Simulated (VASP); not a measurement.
# SbAu (zincblende type) (F-43m) in VASP: notebook, part 2 of 2

VASP 6.6.1. Earlier steps stand in the parts before.

## Step 4: Electric field gradients, PBE

This run uses another cell than the first one, of 30.11 Å³/atom, 1.063 times its volume.

INCAR reads:

```
ALGO = Normal
EDIFF = 1E-8
ENCUT = 520
GGA = PE
ISIF = 2
ISMEAR = -1
LASPH = True
LCHARG = False
LEFG = True
LREAL = False
LWAVE = False
NBANDS = 15
NELM = 100
PREC = Accurate
SIGMA = 0.08
```

KPOINTS reads:

```
k-points
0
Gamma
  10 10 10
```

POSCAR reads:

```
SbAu
1.0
    0.0000000000      3.1108764896      3.1108764896
    3.1108764896      0.0000000000      3.1108764896
    3.1108764896      3.1108764896      0.0000000000
Au Sb
1 1
Direct
    0.0000000000      0.0000000000      0.0000000000
    0.2500000000      0.2500000000      0.2500000000
```

Potentials or basis: VASP PAW PBE potentials, release 64 (Au, Sb).

The run is started by

```
> cat potpaw_PBE.64/Au/POTCAR potpaw_PBE.64/Sb/POTCAR > POTCAR
> mpirun -np 1 vasp_std > vasp.out
```

OUTCAR:

```text
EDIFF = 1E-8
   ENCUT = 520
   GGA = PE
   ISIF = 2
   ISMEAR = -1
   LASPH = True
   LREAL = False
   NELM = 100
   PREC = Accurate

 ion  position               nearest neighbor table
   1  0.000  0.000  0.000-   2 2.69   2 2.69   2 2.69   2 2.69
   2  0.250  0.250  0.250-   1 2.69   1 2.69   1 2.69   1 2.69

  LATTYP: Found a face centered cubic cell.
 ALAT       =     6.2217529792

  Lattice vectors:

 A1 = (   0.0000000000,   3.1108764896,   3.1108764896)
 A2 = (   3.1108764896,   0.0000000000,   3.1108764896)
 A3 = (   3.1108764896,   3.1108764896,   0.0000000000)

Analysis of symmetry for initial positions (statically):
=====================================================================
 Subroutine PRICEL returns:
 Original cell was already a primitive cell.

 Routine SETGRP: Setting up the symmetry group for a
 face centered cubic supercell.

 Subroutine GETGRP returns: Found 24 space group operations
 (whereof 24 operations were pure point group operations)
 out of a pool of 48 trial point group operations.

The static configuration has the point symmetry T_d .

Analysis of symmetry for dynamics (positions and initial velocities):
=====================================================================
 Subroutine PRICEL returns:
 Original cell was already a primitive cell.

 Routine SETGRP: Setting up the symmetry group for a
 face centered cubic supercell.

 Subroutine GETGRP returns: Found 24 space group operations
 (whereof 24 operations were pure point group operations)
 out of a pool of 48 trial point group operations.

The dynamic configuration has the point symmetry T_d .

[... 164 lines left out ...]
     10       7.6067      0.00000
     11      10.4111      0.00000
     12      10.4111      0.00000
     13      10.4111      0.00000
     14      12.4741      0.00000
[... 401 lines left out ...]
      2      -0.4907      2.00000
      3       0.2415      2.00000
      4       0.2431      2.00000
      5       0.7331      2.00000
      6       0.8480      2.00000
      7       2.6441      2.00000
      8       4.4537      1.99482
      9       4.6915      1.90337
     10       8.7421      0.00000
     11       9.5564      0.00000
     12      13.2494      0.00000
     13      14.0286      0.00000
     14      15.3307      0.00000
     15      16.4427      0.00000

 [... further k-points ...]
[... 5 lines left out ...]
  --------------------------------------------------------------------------------------
  -------------------------------------------------------------------------------------
  Total       -0.1015233     -0.1015233     -0.1015233      0.0000000      0.0000000      0.0000000
  in kB       -2.7014569     -2.7014569     -2.7014569      0.0000000      0.0000000      0.0000000
  external PRESSURE =      -2.7014569 kB  Pullay stress =       0.0000000 kB

 VOLUME and BASIS-vectors are now :
 -----------------------------------------------------------------------------
  energy-cutoff  :      520.00
  volume of cell :       60.21
      direct lattice vectors                 reciprocal lattice vectors
     0.000000000  3.110876490  3.110876490    -0.160726407  0.160726407  0.160726407
     3.110876490  0.000000000  3.110876490     0.160726407 -0.160726407  0.160726407
     3.110876490  3.110876490  0.000000000     0.160726407  0.160726407 -0.160726407

 POSITION                                       TOTAL-FORCE (eV/Angst)
 -----------------------------------------------------------------------------------
      0.00000      0.00000      0.00000         0.000000      0.000000      0.000000
      1.55544      1.55544      1.55544        -0.000000     -0.000000     -0.000000
 -----------------------------------------------------------------------------------
    total drift:                               -0.000000     -0.000000     -0.000000

  FREE ENERGIE OF THE ION-ELECTRON SYSTEM (eV)
  ---------------------------------------------------
  free  energy   TOTEN  =        -7.1489933698 eV

  energy  without entropy=       -7.1190894830  energy(sigma->0) =       -7.13404143

 Electric field gradients (V/A^2)
---------------------------------------------------------------------
 ion       V_xx      V_yy      V_zz      V_xy      V_xz      V_yz
---------------------------------------------------------------------
   1       0.000    -0.000    -0.000    -0.000    -0.000    -0.000
   2       0.000    -0.000    -0.000     0.000     0.000     0.000
---------------------------------------------------------------------

 Electric field gradients after diagonalization (V/A^2)
 (convention: |V_zz| > |V_xx| > |V_yy|)
----------------------------------------------------------------------
 ion       V_xx      V_yy      V_zz     asymmetry (V_yy - V_xx)/ V_zz
----------------------------------------------------------------------
   1       0.000     0.000    -0.001       0.000
   2      -0.000    -0.000     0.000       0.000
----------------------------------------------------------------------

           NMR quadrupolar parameters

 Cq : quadrupolar parameter    Cq=e*Q*V_zz/h
 eta: asymmetry parameters     (V_yy - V_xx)/ V_zz
 Q  : nuclear electric quadrupole moment in mb (millibarn)
----------------------------------------------------------------------
 ion       Cq(MHz)       eta       Q (mb)
----------------------------------------------------------------------
   1      -0.000       0.000       1.000
   2       0.000       0.000       1.000
----------------------------------------------------------------------
```

OSZICAR:

```text
N       E                     dE             d eps       ncg     rms          rms(c)
DAV:   1     0.747410921943E+02    0.74741E+02   -0.64530E+03  1418   0.892E+02
DAV:   2    -0.552498763468E+01   -0.80266E+02   -0.73053E+02  1718   0.179E+02
DAV:   3    -0.765516105156E+01   -0.21302E+01   -0.21161E+01  1732   0.309E+01
DAV:   4    -0.767022750803E+01   -0.15066E-01   -0.15065E-01  1750   0.292E+00
DAV:   5    -0.767048795369E+01   -0.26045E-03   -0.26044E-03  1858   0.364E-01    0.629E+00
DAV:   6    -0.718573446758E+01    0.48475E+00   -0.21765E+00  1529   0.137E+01    0.436E+00
DAV:   7    -0.715924303628E+01    0.26491E-01   -0.89108E-02  1508   0.285E+00    0.244E+00
DAV:   8    -0.714955083633E+01    0.96922E-02   -0.19072E-02  1599   0.797E-01    0.182E-01
DAV:   9    -0.714900397268E+01    0.54686E-03   -0.17476E-03  1704   0.388E-01    0.150E-01
DAV:  10    -0.714898887754E+01    0.15095E-04   -0.23247E-04  1543   0.844E-02    0.322E-02
DAV:  11    -0.714899420407E+01   -0.53265E-05   -0.44317E-05  1697   0.525E-02    0.180E-02
DAV:  12    -0.714899330756E+01    0.89651E-06   -0.58678E-06  1599   0.185E-02    0.852E-03
DAV:  13    -0.714899338432E+01   -0.76759E-07   -0.83508E-07  1823   0.527E-03    0.153E-03
DAV:  14    -0.714899334782E+01    0.36499E-07   -0.92855E-08  1620   0.175E-03    0.104E-03
DAV:  15    -0.714899336675E+01   -0.18925E-07   -0.30461E-09  1454   0.368E-04    0.486E-04
DAV:  16    -0.714899336979E+01   -0.30448E-08   -0.12749E-09   908   0.271E-04
   1 F= -.71489934E+01 E0= -.71340414E+01  d E =-.299039E-01
```

stdout:

```text
POSCAR found type information on POSCAR AuSb
 POSCAR found :  2 types and       2 ions
 scaLAPACK will be used
 LDA part: xc-table for (Slater+PW92), standard interpolation
 POSCAR, INCAR and KPOINTS ok, starting setup
 FFT: planning ... GRIDC
 FFT: planning ... GRID_SOFT
 FFT: planning ... GRID
 WAVECAR not read
 entering main loop
ion   1

ion   2
```

Run time: 48 s. Hardware: 1 thread of Intel Xeon Platinum 8259CL at 2.50GHz (Skylake/Cascade Lake), shared host; peak memory 0.22 GiB.

Results:

| Property | Result |
| --- | --- |
| Free energy | -7.1490 eV |
| Pressure | -0.3 GPa |
| Band gap on the k mesh | zero (band 8 reaches 7.61 eV, above the bottom of band 9 at 3.95 eV) |

Levels at points of the mesh, in eV from the Fermi level:
```
           k point  band 4  band 5  band 6  band 7  band 8  band 9  band 10  band 11  band 12  band 13
(0.00, 0.00, 0.00)   -5.14   -4.17   -4.17    2.18    2.68    2.68     2.68     5.48     5.48     5.48
(0.50, 0.00, 0.00)   -4.65   -4.12   -4.12   -3.77    1.06    1.06     2.85     6.51     6.51     7.76
(0.50, 0.50, 0.00)   -4.49   -4.05   -3.69   -3.57   -0.88   -0.88     3.66     3.84    10.69    11.20
```

Caveat: without QUAD_EFG the Cq values of the log hold for a quadrupole moment of 1 mb, not for the nuclei; spin-orbit coupling is left out, which moves the levels of the heavy elements.

## Step 5: Overview

| cell | gap on the mesh (eV) | pressure (GPa) |
| --- | --- | --- |
| a = 4.310 Å, angles 60.0°, 2 atoms | none | 3.8 |
| a = 4.355 Å, angles 60.0°, 2 atoms | none | 1.6 |
| a = 4.399 Å, angles 60.0°, 2 atoms | none | -0.3 |

Alike in all rows: task electric field gradients; level PBE; potentials or basis VASP PAW PBE potentials, release 64 (Au, Sb); no spin polarisation; k mesh 10 × 10 × 10; cutoff (eV) 520; smearing fermi-dirac 0.08 eV.

Caveats: spin-orbit coupling is left out, which moves the levels of the heavy elements.

Absolute energies hang on the potentials; compare differences alone.
